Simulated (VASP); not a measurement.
# LiRe3 (Fm-3m) in VASP: a series of runs, part 2 of 2

VASP 6.6.1. Earlier steps stand in the parts before.

## (3) Single point, PBE

This run uses another cell than the first one, of 13.66 Å³/atom.

The input, INCAR:

```
SYSTEM = LiRe3
ALGO = Normal ; EDIFF = 1E-6
ENCUT = 520 ; GGA = PE
ISIF = 2 ; ISMEAR = -1
LASPH = .TRUE. ; LCHARG = .TRUE.
LELF = .TRUE. ; LREAL = .FALSE.
LVHAR = .TRUE. ; LWAVE = .FALSE.
NBANDS = 20 ; NELM = 60
PREC = Accurate ; SIGMA = 0.05
```

The input, KPOINTS:

```
k-points
0
G
  8 8 8
  0 0 0
```

The input, POSCAR:

```
LiRe3
1.0
    0.0000000000      3.0116207935      3.0116207935
    3.0116207935      0.0000000000      3.0116207935
    3.0116207935      3.0116207935      0.0000000000
Re Li
3 1
Direct
    0.5000000000      0.5000000000      0.5000000000
    0.2500000000      0.2500000000      0.2500000000
    0.7500000000      0.7500000000      0.7500000000
    0.0000000000      0.0000000000      0.0000000000
```

Potentials or basis: VASP PAW PBE potentials, release 64 (Re, Li_sv).

Launch:

```bash
cat potpaw_PBE.64/Re/POTCAR potpaw_PBE.64/Li_sv/POTCAR > POTCAR
mpirun -np 1 vasp_std > vasp.out
```

Run time: 29 s. Hardware: 1 thread of Intel Xeon Platinum 8488C (Sapphire Rapids), shared host; peak memory 0.18 GiB.

Results (log left out):

```
Free energy            : -38.3800 eV
Band gap on the k mesh : zero (bands 12 and 13 overlap by 2.74 eV)
```

Levels at points of the mesh, in eV from the Fermi level:
```csv
k point,band 10,band 11,band 12,band 13,band 14,band 15
"(0.00, 0.00, 0.00)",-2.90,1.90,1.90,1.90,2.01,2.01
"(0.50, 0.00, 0.00)",-2.03,-0.89,-0.89,-0.84,1.83,1.83
"(0.50, 0.50, 0.00)",-1.04,-1.04,0.75,0.75,1.20,1.46
```

Caveat: the cutoff is under 1.25 times the usual one of these potentials, so pressure, stress and relaxed cells hold a basis-set (Pulay) error; spin-orbit coupling is left out, which moves the levels of the heavy elements.

## (4) Single point, PBE

This run uses another cell than the first one, of 13.94 Å³/atom.

The input, INCAR:

```
SYSTEM = LiRe3
PREC = Accurate
ENCUT = 520
EDIFF = 1E-7
ISMEAR = -1
SIGMA = 0.05
LREAL = .False.
LASPH = .True.
NELM = 100
ALGO = Normal
ISIF = 2
LWAVE = .False.
LCHARG = .False.
GGA = PE
NBANDS = 20
```

The input, KPOINTS:

```
Automatic mesh
0
Gamma
  8 8 8
  0 0 0
```

The input, POSCAR:

```
LiRe3
1.0
    0.0000000000      3.0323912484      3.0323912484
    3.0323912484      0.0000000000      3.0323912484
    3.0323912484      3.0323912484      0.0000000000
Re Li
3 1
Direct
    0.5000000000      0.5000000000      0.5000000000
    0.2500000000      0.2500000000      0.2500000000
    0.7500000000      0.7500000000      0.7500000000
    0.0000000000      0.0000000000      0.0000000000
```

Potentials or basis: VASP PAW PBE potentials, release 64 (Re, Li_sv).

Launch:

```bash
cat potpaw_PBE.64/Re/POTCAR potpaw_PBE.64/Li_sv/POTCAR > POTCAR
mpirun -np 1 vasp_std > vasp.out
```

OUTCAR:

```text
SYSTEM = LiRe3
   PREC = Accurate
   ENCUT = 520
   EDIFF = 1E-7
   ISMEAR = -1
   LREAL = .False.
   LASPH = .True.
   NELM = 100
   ISIF = 2
   GGA = PE

 ion  position               nearest neighbor table
   1  0.500  0.500  0.500-   2 2.63   3 2.63   2 2.63   2 2.63   2 2.63   3 2.63   3 2.63   3 2.63

   2  0.250  0.250  0.250-   1 2.63   4 2.63   4 2.63   4 2.63   4 2.63   1 2.63   1 2.63   1 2.63
                             3 3.03   3 3.03   3 3.03   3 3.03   3 3.03   3 3.03
[... 755 lines left out ...]
  --------------------------------------------------------------------------------------
  -------------------------------------------------------------------------------------
  Total        0.5954296      0.5954296      0.5954296     -0.0000000     -0.0000000     -0.0000000
  in kB       17.1062692     17.1062692     17.1062692     -0.0000000     -0.0000000     -0.0000000
  external PRESSURE =      17.1062692 kB  Pullay stress =       0.0000000 kB

 VOLUME and BASIS-vectors are now :
 -----------------------------------------------------------------------------
  energy-cutoff  :      520.00
  volume of cell :       55.77
      direct lattice vectors                 reciprocal lattice vectors
     0.000000000  3.032391248  3.032391248    -0.164886375  0.164886375  0.164886375
     3.032391248  0.000000000  3.032391248     0.164886375 -0.164886375  0.164886375
     3.032391248  3.032391248  0.000000000     0.164886375  0.164886375 -0.164886375

 POSITION                                       TOTAL-FORCE (eV/Angst)
 -----------------------------------------------------------------------------------
      3.03239      3.03239      3.03239        -0.000000      0.000000     -0.000000
      1.51620      1.51620      1.51620        -0.000000     -0.000000     -0.000000
      4.54859      4.54859      4.54859         0.000000      0.000000      0.000000
      0.00000      0.00000      0.00000        -0.000000      0.000000     -0.000000
 -----------------------------------------------------------------------------------
    total drift:                               -0.000000     -0.000000      0.000000

  FREE ENERGIE OF THE ION-ELECTRON SYSTEM (eV)
  ---------------------------------------------------
  free  energy   TOTEN  =       -38.4140558178 eV

  energy  without entropy=      -38.3925587662  energy(sigma->0) =      -38.40330729
```

stdout:

```text
POSCAR found type information on POSCAR ReLi
 POSCAR found :  2 types and       4 ions
 scaLAPACK will be used
 LDA part: xc-table for (Slater+PW92), standard interpolation
 POSCAR, INCAR and KPOINTS ok, starting setup
 FFT: planning ... GRIDC
 FFT: planning ... GRID_SOFT
 FFT: planning ... GRID
 WAVECAR not read
 entering main loop
```

It took 34 s on 1 thread of Intel Xeon Platinum 8488C (Sapphire Rapids), shared host; peak memory 0.18 GiB.

Results:

```
Free energy            : -38.4141 eV
Band gap on the k mesh : zero (bands 12 and 13 overlap by 2.67 eV)
```

Caveat: the cutoff is under 1.25 times the usual one of these potentials, so pressure, stress and relaxed cells hold a basis-set (Pulay) error; spin-orbit coupling is left out, which moves the levels of the heavy elements.

## (5) Summary

| cell | gap on the mesh (eV) |
| --- | --- |
| a = 4.229 Å, angles 60.0°, 4 atoms | none |
| a = 4.259 Å, angles 60.0°, 4 atoms | none |
| a = 4.288 Å, angles 60.0°, 4 atoms | none |

Alike in all rows: task single point; level PBE; potentials or basis VASP PAW PBE potentials, release 64 (Re, Li_sv); no spin polarisation; k mesh 8 × 8 × 8; cutoff (eV) 520; smearing fermi-dirac 0.05 eV.

Caveats: the cutoff is under 1.25 times the usual one of these potentials, so pressure, stress and relaxed cells hold a basis-set (Pulay) error; spin-orbit coupling is left out, which moves the levels of the heavy elements.

Absolute energies hang on the potentials; compare differences alone.
